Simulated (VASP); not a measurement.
# AlN in VASP: further runs, part 2 of 2

VASP 6.6.1.

## Step 4: Single point, PBEsol

This run uses another cell than the first one, of 6.95 Å³/atom, 0.724 times its volume.

INCAR reads:

```
SYSTEM = AlN
PREC = Accurate
ENCUT = 520
EDIFF = 1E-7
ISMEAR = 0
SIGMA = 0.05
LREAL = .FALSE.
LASPH = .TRUE.
NELM = 80
ALGO = Normal
ISIF = 2
LWAVE = .FALSE.
LCHARG = .TRUE.
GGA = PS
LELF = .TRUE.
LVHAR = .TRUE.
NBANDS = 11
```

KPOINTS reads:

```
Automatic mesh
0
G
  10 10 10
  0 0 0
```

POSCAR reads:

```
AlN
1.0
    0.0000000000      1.9080910727      1.9080910727
    1.9080910727      0.0000000000      1.9080910727
    1.9080910727      1.9080910727      0.0000000000
Al N
1 1
Direct
    0.5000000000      0.5000000000      0.5000000000
    0.0000000000      0.0000000000      0.0000000000
```

Potentials or basis: VASP PAW PBE potentials, release 64 (Al, N).

Command:

```
cat potpaw_PBE.64/Al/POTCAR potpaw_PBE.64/N/POTCAR > POTCAR
mpirun -np 1 vasp_std > vasp.out
```

OUTCAR:

```text
SYSTEM = AlN
   PREC = Accurate
   ENCUT = 520
   EDIFF = 1E-7
   ISMEAR = 0
   LREAL = .FALSE.
   LASPH = .TRUE.
   NELM = 80
   ISIF = 2
   GGA = PS

 ion  position               nearest neighbor table
   1  0.500  0.500  0.500-   2 1.91   2 1.91   2 1.91   2 1.91   2 1.91   2 1.91
   2  0.000  0.000  0.000-   1 1.91   1 1.91   1 1.91   1 1.91   1 1.91   1 1.91

  LATTYP: Found a face centered cubic cell.
 ALAT       =     3.8161821454

  Lattice vectors:

 A1 = (   0.0000000000,   1.9080910727,   1.9080910727)
 A2 = (   1.9080910727,   0.0000000000,   1.9080910727)
 A3 = (   1.9080910727,   1.9080910727,   0.0000000000)

Analysis of symmetry for initial positions (statically):
=====================================================================
 Subroutine PRICEL returns:
 Original cell was already a primitive cell.

 Routine SETGRP: Setting up the symmetry group for a
 face centered cubic supercell.

 Subroutine GETGRP returns: Found 48 space group operations
 (whereof 48 operations were pure point group operations)
 out of a pool of 48 trial point group operations.

The static configuration has the point symmetry O_h .

Analysis of symmetry for dynamics (positions and initial velocities):
=====================================================================
 Subroutine PRICEL returns:
 Original cell was already a primitive cell.

 Routine SETGRP: Setting up the symmetry group for a
 face centered cubic supercell.

 Subroutine GETGRP returns: Found 48 space group operations
 (whereof 48 operations were pure point group operations)
 out of a pool of 48 trial point group operations.

The dynamic configuration has the point symmetry O_h .

 Subroutine INISYM returns: Found 48 space group operations
 (whereof 48 operations are pure point group operations),
 and found     1 'primitive' translations

----------------------------------------------------------------------------------------

                                     Primitive cell

  volume of cell :      13.8940

  direct lattice vectors                    reciprocal lattice vectors
     0.000000000  1.908091073  1.908091073    -0.262042000  0.262042000  0.262042000
     1.908091073  0.000000000  1.908091073     0.262042000 -0.262042000  0.262042000
     1.908091073  1.908091073  0.000000000     0.262042000  0.262042000 -0.262042000

  length of vectors
     2.698448273  2.698448273  2.698448273     0.453870057  0.453870057  0.453870057

  position of ions in fractional coordinates (direct lattice)
     0.500000000  0.500000000  0.500000000
     0.000000000  0.000000000  0.000000000

  ion indices of the primitive-cell ions
   primitive index   ion index
                 1           1
                 2           2

----------------------------------------------------------------------------------------

 KPOINTS: Automatic mesh

Automatic generation of k-mesh.
 Grid dimensions read from file:
 generate k-points for:   10   10   10

 Generating k-lattice:

  Cartesian coordinates                     Fractional coordinates (reciprocal lattice)
    -0.026204200  0.026204200  0.026204200     0.100000000  0.000000000  0.000000000
     0.026204200 -0.026204200  0.026204200     0.000000000  0.100000000  0.000000000
     0.026204200  0.026204200 -0.026204200     0.000000000  0.000000000  0.100000000

  Length of vectors
     0.045387006  0.045387006  0.045387006

  Shift w.r.t. Gamma in fractional coordinates (k-lattice)
     0.000000000  0.000000000  0.000000000

 Subroutine IBZKPT returns following result:
 ===========================================

 Found     47 irreducible k-points:

 Following reciprocal coordinates:
            Coordinates               Weight
  0.000000  0.000000  0.000000      1.000000
  0.100000  0.000000  0.000000      8.000000
  0.200000  0.000000  0.000000      8.000000
  0.300000  0.000000  0.000000      8.000000
  0.400000  0.000000  0.000000      8.000000
  0.500000  0.000000  0.000000      4.000000
[... 16 lines left out ...]
  0.300000  0.300000  0.000000      6.000000
  0.400000  0.300000  0.000000     24.000000
 [... further k-points ...]
   k-points           NKPTS =     47   k-points in BZ     NKDIM =     47   number of bands    NBANDS=     11
   number of dos      NEDOS =    301   number of ions     NIONS =      2
   total plane-waves  NPLWV =   8000
   dimension x,y,z NGX =    20 NGY =   20 NGZ =   20
   dimension x,y,z NGXF=    40 NGYF=   40 NGZF=   40
   ions per type =               1   1
   NGX,Y,Z   is equivalent  to a cutoff of  12.32, 12.32, 12.32 a.u.
   NGXF,Y,Z  is equivalent  to a cutoff of  24.64, 24.64, 24.64 a.u.
 SYSTEM =  AlN
   PREC   = accura    normal or accurate (medium, high low for compatibility)
   ISTART =      0    job   : 0-new  1-cont  2-samecut
   ICHARG =      2    charge: 1-file 2-atom 10-const
   ISPIN  =      1    spin polarized calculation?
   LNONCOLLINEAR =      F non collinear calculations
   LSORBIT =      F    spin-orbit coupling
   LASPH  =      T    aspherical Exc in radial PAW
   ENCUT  =  520.0 eV  38.22 Ry    6.18 a.u.   5.02  5.02  5.02*2*pi/ulx,y,z
   NELM   =     80;   NELMIN=  2; NELMDL= -5     # of ELM steps
   EDIFF  = 0.1E-06   stopping-criterion for ELM
   LREAL  =      F    real-space projection
   EDIFFG = 0.1E-05   stopping-criterion for IOM
   NSW    =      0    number of steps for IOM
   IBRION =     -1    ionic relax: 0-MD 1-quasi-New 2-CG
   NFREE  =      0    steps in history (QN), initial steepest desc. (CG)
   ISIF   =      2    stress and relaxation
   ISYM   =      2    0-nonsym 1-usesym 2-fastsym
   POTIM  = 0.5000    time-step for ionic-motion
   TEBEG  =    0.0;   TEEND  =   0.0 temperature during run
   PSTRESS=    0.0 pullay stress
   NELECT =       8.0000    total number of electrons
   NUPDOWN=      -1.0000    fix difference up-down
   EMIN   =  10.00;   EMAX   =-10.00  energy-range for DOS
   EFERMI =   0.00;   METHOD = LEGACY
   ISMEAR =     0;   SIGMA  =   0.05  broadening in eV -4-tet -1-fermi 0-gaus
   EFERMI_NEDOS =   21; number of points for ismear=-14 and -15
   IALGO  =     38    algorithm
   IMIX   =      4    mixing-type and parameters
     AMIX     =   0.40;   BMIX     =  1.00
     AMIX_MAG =   1.60;   BMIX_MAG =  1.00
  volume/ion in A,a.u.               =       6.95        46.88
  Fermi-wavevector in a.u.,A,eV,Ry     =   1.361954  2.573720 25.237696  1.854918
  Thomas-Fermi vector in A             =   2.488485
   LORBIT       =      0    0 simple, 1 ext, 2 COOP (PROOUT), +10 PAW based schemes
   GGA     = PS    functional components
   LHFCALC =     F    Hartree Fock is set to
   AEXX    =    0.0000 exact exchange contribution
   IVDW    =     0    specifies the selected vdW correction
   LEPSILON=     F    determine dielectric tensor
   LRPA    =     F    only Hartree local field effects (RPA)
 non-spin polarized calculation
 Gauss-broadening in eV      SIGMA  =   0.05
  energy-cutoff  :      520.00
  volume of cell :       13.89
 maximum number of plane-waves:       388
   NGX =  9   NGY =  9   NGZ =  9

 number of electron       7.9999998 magnetization

 Free energy of the ion-electron system (eV)
  ---------------------------------------------------
  ext. energy  EPLUGINS =         0.00000000
  ---------------------------------------------------
  free energy    TOTEN  =       -14.98180906 eV

  energy without entropy =      -14.98180906  energy(sigma->0) =      -14.98180906

 E-fermi :  12.6460     XC(G=0): -13.2943

 val. band max:       12.3129527437   @ k =   0.0000   0.0000   0.0000
 cond. band min:      17.0767677553   @ k =   0.5000   0.5000   0.0000
 fundamental gap:      4.7638150116
 Fermi energy:        12.6460042792

 k-point     1 :       0.0000    0.0000    0.0000
  band No.  band energies     occupation
      1      -6.9285      2.00000
      2      12.3130      2.00000
      3      12.3130      2.00000
      4      12.3130      2.00000
      5      20.7058      0.00000
      6      24.8629      0.00000
      7      24.8629      0.00000
      8      24.8629      0.00000
      9      30.4412      0.00000
     10      31.2945      0.00000
     11      31.2945      0.00000
[... 309 lines left out ...]
 k-point    24 :       0.4000    0.3000    0.0000
  band No.  band energies     occupation
      1      -3.2896      2.00000
      2       5.6827      2.00000
      3       8.9692      2.00000
      4       9.5925      2.00000
      5      18.6331      0.00000
      6      20.6347      0.00000
      7      26.5656      0.00000
      8      30.0686      0.00000
      9      31.0808      0.00000
     10      36.0372      0.00000
     11      39.7086      0.00000

 [... further k-points ...]
[... 5 lines left out ...]
  --------------------------------------------------------------------------------------
  -------------------------------------------------------------------------------------
  Total        5.6296544      5.6296544      5.6296544      0.0000000      0.0000000     -0.0000000
  in kB      649.1798391    649.1798391    649.1798391      0.0000000      0.0000000     -0.0000000
  external PRESSURE =     649.1798391 kB  Pullay stress =       0.0000000 kB

 VOLUME and BASIS-vectors are now :
 -----------------------------------------------------------------------------
  energy-cutoff  :      520.00
  volume of cell :       13.89
      direct lattice vectors                 reciprocal lattice vectors
     0.000000000  1.908091073  1.908091073    -0.262042000  0.262042000  0.262042000
     1.908091073  0.000000000  1.908091073     0.262042000 -0.262042000  0.262042000
     1.908091073  1.908091073  0.000000000     0.262042000  0.262042000 -0.262042000

 POSITION                                       TOTAL-FORCE (eV/Angst)
 -----------------------------------------------------------------------------------
      1.90809      1.90809      1.90809        -0.000000     -0.000000     -0.000000
      0.00000      0.00000      0.00000         0.000000      0.000000      0.000000
 -----------------------------------------------------------------------------------
    total drift:                               -0.000000     -0.000000     -0.000000

  FREE ENERGIE OF THE ION-ELECTRON SYSTEM (eV)
  ---------------------------------------------------
  free  energy   TOTEN  =       -14.9818090555 eV

  energy  without entropy=      -14.9818090555  energy(sigma->0) =      -14.98180906
```

OSZICAR:

```text
N       E                     dE             d eps       ncg     rms          rms(c)
DAV:   1     0.614934752621E+01    0.61493E+01   -0.43764E+03  1058   0.689E+02
DAV:   2    -0.163151462667E+02   -0.22464E+02   -0.21871E+02  1261   0.133E+02
DAV:   3    -0.168177608905E+02   -0.50261E+00   -0.50193E+00  1242   0.176E+01
DAV:   4    -0.168192199777E+02   -0.14591E-02   -0.14590E-02  1166   0.101E+00
DAV:   5    -0.168192294182E+02   -0.94405E-05   -0.94405E-05  1223   0.802E-02    0.823E+00
DAV:   6    -0.150509582197E+02    0.17683E+01   -0.62546E+00  1133   0.142E+01    0.326E+00
DAV:   7    -0.149948603774E+02    0.56098E-01   -0.28630E-01  1158   0.358E+00    0.200E+00
DAV:   8    -0.149821261212E+02    0.12734E-01   -0.12272E-02  1112   0.101E+00    0.426E-01
DAV:   9    -0.149818030745E+02    0.32305E-03   -0.12907E-03  1166   0.230E-01    0.197E-01
DAV:  10    -0.149818135873E+02   -0.10513E-04   -0.67387E-05  1174   0.591E-02    0.614E-02
DAV:  11    -0.149818090796E+02    0.45077E-05   -0.13681E-05  1184   0.226E-02    0.704E-03
DAV:  12    -0.149818090555E+02    0.24051E-07   -0.35126E-07  1087   0.533E-03
   1 F= -.14981809E+02 E0= -.14981809E+02  d E =-.455116E-23
```

Wall time 6.6 s (1 thread of AMD EPYC 7R43 (Zen 3), shared host); peak memory 0.09 GiB.

Results:

* Free energy: -14.9818 eV
* Pressure: 64.9 GPa
* Band gap on the k mesh: 4.76 eV, indirect (least direct gap 8.06 eV)

Levels at points of the mesh, in eV from the valence-band top:
| k point | band 1 | band 2 | band 3 | band 4 | band 5 | band 6 | band 7 | band 8 | band 9 |
| --- | --- | --- | --- | --- | --- | --- | --- | --- | --- |
| (0.00, 0.00, 0.00) | -19.24 | 0.00 | 0.00 | 0.00 | 8.39 | 12.55 | 12.55 | 12.55 | 18.13 |
| (0.50, 0.00, 0.00) | -15.20 | -9.57 | -1.46 | -1.46 | 7.18 | 12.36 | 12.36 | 15.78 | 18.20 |
| (0.50, 0.50, 0.00) | -13.95 | -8.69 | -3.30 | -3.30 | 4.76 | 6.35 | 16.20 | 20.06 | 20.06 |

Caveat: the PAW data sets were made with another functional, which shifts forces and pressure a little. As with any semilocal functional, this PBEsol gap is likely too small.

## Step 5: Summary

```csv
cell,gap on the mesh (eV),pressure (GPa)
"a = 3.047 Å, angles 58.2°, 2 atoms",2.97,-28.8
"a = 2.966 Å, angles 61.8°, 2 atoms",2.83,-28.8
"a = 2.698 Å, angles 60.0°, 2 atoms",4.76,64.9
```

Alike in all rows: task single point; level PBEsol; potentials or basis VASP PAW PBE potentials, release 64 (Al, N); no spin polarisation; k mesh 10 × 10 × 10; cutoff (eV) 520; smearing gaussian 0.05 eV.

Caveats: the PAW data sets were made with another functional, which shifts forces and pressure a little.

Absolute energies hang on the potentials; compare differences alone.
